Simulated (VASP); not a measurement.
Set up this calculation in VASP 6.6.1, as the native input.

```
Task                   : single point
Functional             : PBE
Potentials or basis    : VASP PAW PBE potentials, release 64 (Mn_pv)
Cutoff                 : 500 eV
k mesh                 : 8 × 8 × 8
Occupations            : fermi-dirac, width 0.1 eV
Spin                   : collinear spin, ferromagnetic start
Starting moments       : [1.07] μB
Dipole correction      : no
Further INCAR settings : ALGO = Normal; EDIFF = 1e-06; NBANDS = 16
```

The structure of Mn lies in POSCAR:

```
Mn
1.0
   -1.4406450000      1.4406450000      1.4406450000
    1.4406450000     -1.4406450000      1.4406450000
    1.4406450000      1.4406450000     -1.4406450000
Mn
1
Direct
    0.0000000000      0.0000000000      0.0000000000
```

The input as run:

INCAR

```
SYSTEM = Mn
  PREC = Accurate
  ENCUT = 500
  EDIFF = 1E-6
  ISMEAR = -1
  SIGMA = 0.1
  LREAL = .False.
  LASPH = .True.
  NELM = 200
  ALGO = Normal
  ISIF = 2
  LWAVE = .False.
  LCHARG = .False.
  ISPIN = 2
  MAGMOM = 1.07
  LORBIT = 11
  LMAXMIX = 4
  GGA = PE
  NBANDS = 16
  GGA_COMPAT = .False.
```

KPOINTS

```
Automatic mesh
0
Gamma
  8 8 8
  0 0 0
```

Potentials or basis: VASP PAW PBE potentials, release 64 (Mn_pv).

Launch:

```sh
$ cat potpaw_PBE.64/Mn_pv/POTCAR > POTCAR
$ mpirun -np 1 vasp_std > vasp.out
```

Results of the run:

| Quantity | Value |
| --- | --- |
| Pressure | -18.3 GPa |
| Band gap on the k mesh | zero (filled and empty bands overlap) |
| Net moment | 0.96 μB per cell |
| Site moments | Mn +0.98 μB |
| Valence electrons inside the program's atomic spheres | Mn 11.79 |

Caveat: the k points lie up to 0.39 Å⁻¹ apart.

It took 13 s on 1 thread of Intel(R) Xeon(R) Platinum 8488C (Sapphire Rapids), with other jobs on the host, peak memory 0.12 GiB.
